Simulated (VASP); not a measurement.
Here is a VASP 6.6.1 calculation.

Contents of INCAR:

```
SYSTEM = Ag
PREC = Accurate
ENCUT = 520
EDIFF = 1E-6
ISMEAR = -1
SIGMA = 0.01
LREAL = .FALSE.
LASPH = .TRUE.
NELM = 150
ALGO = Normal
ISIF = 2
LWAVE = .FALSE.
LCHARG = .TRUE.
LNONCOLLINEAR = .TRUE.
MAGMOM = 0 0 0
LORBIT = 11
LSORBIT = .TRUE.
GGA_COMPAT = .FALSE.
LORBMOM = .TRUE.
LMAXMIX = 4
GGA = RE
IVDW = 12
LVHAR = .TRUE.
NBANDS = 22
```

KPOINTS

```
Automatic mesh
0
G
  8 8 8
  0 0 0
```

File POSCAR:

```
Ag
1.0
    0.0000000000      2.0151418859      2.0151418859
    2.0151418859      0.0000000000      2.0151418859
    2.0151418859      2.0151418859      0.0000000000
Ag
1
Direct
    0.0000000000      0.0000000000      0.0000000000
```

Potentials or basis: VASP PAW PBE potentials, release 64 (Ag).

Run with:

```bash
$ cat potpaw_PBE.64/Ag/POTCAR > POTCAR
$ mpirun -np 1 vasp_ncl > vasp.out
```

Task: Predict the pressure.

Result: 1.6 GPa.

Task: Predict the net moment.

Result: 0.00 μB per cell.

Moments on the atoms (μB; x, y, z):
```
Ag  0.00 0.00 0.00
```

Caveat: the PAW data sets were made with another functional, which shifts forces and pressure a little.
